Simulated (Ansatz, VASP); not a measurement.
GaN: VASP beside Ansatz

```xyz
2
Lattice="0.0875 2.2465 2.2465 2.2465 0.0875 2.2465 2.2465 2.2465 0.0875" Properties=species:S:1:pos:R:3 pbc="T T T"
Ga    0.0149    0.0149    0.0149
N     1.1302    1.1302    1.1302
```

Change from the starting cell: epitaxial_111 strain -4.0%.

Alike in both runs: task single point; functional HSE06; k mesh 6 × 6 × 6; no spin polarisation.

|  | VASP | Ansatz |
| --- | --- | --- |
| version | VASP 6.6.1 | Ansatz 0.2.0 |
| potentials or method | VASP PAW PBE potentials, release 64 (Ga_d, N) | plane waves, PAW |
| plane-wave cutoff (eV) | 520 | 420 |
| occupations | gaussian, width 0.01 eV | fixed |
| valence electrons in the cell | 18 | 18 |

|  | VASP | Ansatz | Ansatz less VASP |
| --- | --- | --- | --- |
| gap on the k mesh at the Fermi level (eV) | 3.21 | 3.19 | -0.020 |
| pressure (GPa) | 14.0 | 14.2 | +0.18 |
| traceless stress, the component that is largest in VASP (GPa) | -7.21 | -7.15 | +0.053 |
| rms of the force components (eV/Å) | 0.008 | 0.003 | -0.0052 |

Atom by atom the forces differ by 0.005 eV/Å (rms over components). Ansatz's warnings: stress exchange threshold loose, stress scf threshold loose.
